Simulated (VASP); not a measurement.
Wanted: the native input for a VASP 6.6.1 run.

* Task: single point
* Functional: LDA
* Potentials or basis: VASP PAW LDA potentials, release 64 (Co)
* Cutoff: 600 eV
* k mesh: 9 × 9 × 4
* Occupations: gaussian, width 0.1 eV
* Spin: collinear spin, ferromagnetic start
* Starting moments: [1.8, 1.8] μB
* Dipole correction: no
* Further INCAR settings: ALGO = Normal; EDIFF = 1e-06; NBANDS = 20

The structure of Co lies in POSCAR:

```
Co
1.0
    2.4600000000      0.0000000000      0.0000000000
   -1.2300000000      2.1304225000      0.0000000000
    0.0000000000      0.0000000000      3.9700000000
Co
2
Direct
    0.3333333000      0.6666667000      0.2500000000
    0.6666667000      0.3333333000      0.7500000000
```

The input as run:

INCAR

```
SYSTEM = Co
ALGO = Normal
EDIFF = 1E-6
ENCUT = 600
GGA = CA
GGA_COMPAT = .FALSE.
ISIF = 2
ISMEAR = 0
ISPIN = 2
LASPH = .TRUE.
LCHARG = .FALSE.
LMAXMIX = 4
LORBIT = 11
LREAL = .FALSE.
LWAVE = .FALSE.
MAGMOM = 1.8 1.8
NBANDS = 20
NELM = 200
PREC = Accurate
SIGMA = 0.1
```

KPOINTS

```
k-points
0
G
  9 9 4
  0 0 0
```

Potentials or basis: VASP PAW LDA potentials, release 64 (Co).

The run is started by

```sh
$ cat potpaw_LDA.64/Co/POTCAR > POTCAR
$ mpirun -np 1 vasp_std > vasp.out
```

Results of the run:

| Quantity | Value |
| --- | --- |
| Pressure | -11.5 GPa |
| Net moment | 2.94 μB per cell |
| Site moments | Co +1.47 μB |
| Valence electrons inside the program's atomic spheres | Co 8.37 |

Caveat: the k points lie up to 0.40 Å⁻¹ apart.

Run time: 51 s on 1 thread of AMD EPYC 7R13, on a shared host, peak memory 0.12 GiB.
